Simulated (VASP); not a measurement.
Input of a VASP 6.6.1 run:

The input INCAR:

```
SYSTEM = Sn
PREC = Accurate
ENCUT = 520
EDIFF = 1E-6
ISMEAR = 0
SIGMA = 0.15
LREAL = .False.
LASPH = .True.
NELM = 60
ALGO = Fast
ISIF = 2
LWAVE = .False.
LCHARG = .False.
GGA = CA
NBANDS = 21
```

KPOINTS

```
regular mesh
0
Gamma
  12 12 12
  0 0 0
```

The input POSCAR:

```
Sn
1.0
    0.0000000000      3.3105120000      3.2456000000
    3.2456000000      0.0000000000      3.2456000000
    3.2456000000      3.3105120000      0.0000000000
Sn
2
Direct
    0.5000000000      0.5000000000      0.5000000000
    0.7500000000      0.7500000000      0.7500000000
```

Potentials or basis: VASP PAW LDA potentials, release 64 (Sn_d).

Run with:

```bash
$ cat potpaw_LDA.64/Sn_d/POTCAR > POTCAR
$ mpirun -np 1 vasp_std > vasp.out
```

Problem. What does it give for the band gap on the k mesh?

Solution. Zero (bands 14 and 15 overlap by 0.27 eV).

Problem. Estimate the pressure.

Solution. -1.2 GPa.

Stress tensor (GPa, compression positive):
```
-0.99  0.00  0.00
 0.00 -1.63  0.00
 0.00  0.00 -0.99
```

Caveat: the cell differs from its parent crystal (strain +0.0200 x Voigt [0, 1, 0, 0, 0, 0]); spin-orbit coupling is left out, which moves the levels of the heavy elements.
